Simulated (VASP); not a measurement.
Here is a VASP 6.6.1 calculation.

Contents of INCAR:

```
SYSTEM = Bi
ALGO     = Fast           ! electronic algorithm
EDIFF    = 1E-6           ! SCF threshold, eV
ENCUT    = 520            ! plane-wave cutoff, eV
GGA      = PS             ! functional
ISIF     = 2              ! what is computed and relaxed
ISMEAR   = 0              ! smearing method
LASPH    = .TRUE.         ! aspherical terms in the spheres
LCHARG   = .TRUE.         ! write CHGCAR
LELF     = .TRUE.         ! ELF
LREAL    = .FALSE.        ! projectors in reciprocal space
LVHAR    = .TRUE.       
LWAVE    = .FALSE.        ! write WAVECAR
NBANDS   = 14             ! bands
NELM     = 100            ! most SCF steps
PREC     = Accurate       ! precision mode
SIGMA    = 0.15           ! smearing width, eV
```

KPOINTS

```
k-points
0
G
  18 18 18
  0 0 0
```

POSCAR

```
Bi
1.0
   -2.0408734478      1.9814305318      2.0408734478
    1.9219876158     -1.9814305318      1.9219876158
    2.0408734478      1.9814305318     -2.0408734478
Bi
1
Direct
    0.0000000000      0.0000000000      0.0000000000
```

Potentials or basis: VASP PAW PBE potentials, release 64 (Bi_d).

Launch:

```console
$ cat potpaw_PBE.64/Bi_d/POTCAR > POTCAR
$ mpirun -np 1 vasp_std > vasp.out
```

(1) What does it give for the pressure?

(2) What does it give for the band gap on the k mesh?

Answers

(1) -1.8 GPa.

(2) zero (an odd number of electrons rules out a gap without spin polarisation).

Caveat: the cell differs from its parent crystal (strain -0.0600 x Voigt [0, 0, 0, 0, 1, 0]); the PAW data sets were made with another functional, which shifts forces and pressure a little; spin-orbit coupling is left out, which moves the levels of the heavy elements.
